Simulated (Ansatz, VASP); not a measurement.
## W in VASP and in Ansatz

File POSCAR:

```
W
1.0
   -1.5973000000      1.5973000000      1.6372325000
    1.5973000000     -1.5973000000      1.6372325000
    1.5973000000      1.5973000000     -1.6372325000
W
1
Direct
    0.0000000000      0.0000000000      0.0000000000
```

The input INCAR.step1:

```
SYSTEM = W
ALGO = Normal
EDIFF = 1E-4
ENCUT = 520
GGA = PE
ISMEAR = 0
LASPH = .TRUE.
LCHARG = .FALSE.
LREAL = .FALSE.
LWAVE = .TRUE.
NBANDS = 13
NELM = 80
PREC = Accurate
SIGMA = 0.15
```

File INCAR.step2:

```
SYSTEM = W
ALGO = Normal
EDIFF = 1E-6
ENCUT = 520
ISIF = 2
ISMEAR = 0
ISTART = 1
LASPH = .TRUE.
LCHARG = .FALSE.
LMIXTAU = .TRUE.
LREAL = .FALSE.
LWAVE = .FALSE.
METAGGA = R2SCAN
NBANDS = 13
NELM = 80
PREC = Accurate
SIGMA = 0.15
```

KPOINTS

```
k-points
0
G
  20 20 20
  0 0 0
```

Input for Ansatz:

```yaml
crystal:
  lattice:
    - [-1.5973, 1.5973, 1.6372325]
    - [1.5973, -1.5973, 1.6372325]
    - [1.5973, 1.5973, -1.6372325]
  atoms:
    - { symbol: W, position: [0.0, 0.0, 0.0] }
basis:
  ecutwfc: 500
kpoints:
  mp_grid: { grid: [20, 20, 20] }
hamiltonian:
  xc: r2scan
scf:
  occupations: { method: gaussian, width: 0.15 }
output:
  forces: true
  stress: true
  eigenvalues: true
```

Change from the starting cell: strain +0.000 along x and y, +0.025 along z, atoms carried along.

Alike in both runs: task single point; functional r2SCAN; k mesh 20 × 20 × 20; occupations gaussian, width 0.15 eV; no spin polarisation.

|  | VASP | Ansatz |
| --- | --- | --- |
| version | VASP 6.6.1 | Ansatz 0.2.0 |
| potentials or method | VASP PAW PBE potentials, release 64 (W_sv), cutoff 520 eV | scalar-relativistic, plane waves, PAW |
| valence electrons in the cell | 14 | 14 |

```csv
,VASP,Ansatz,Ansatz less VASP
gap on the k mesh at the Fermi level (eV),none,none,-
pressure (GPa),-13.1,-14.1,-0.99
"traceless stress, the component that is largest in VASP (GPa)",-5.28,-5.29,-0.010
```

VASP's potentials were made for PBE, not for r2SCAN. A gap of «none» marks a metal or a gap that the smearing closes.

Spin-orbit coupling is off throughout.
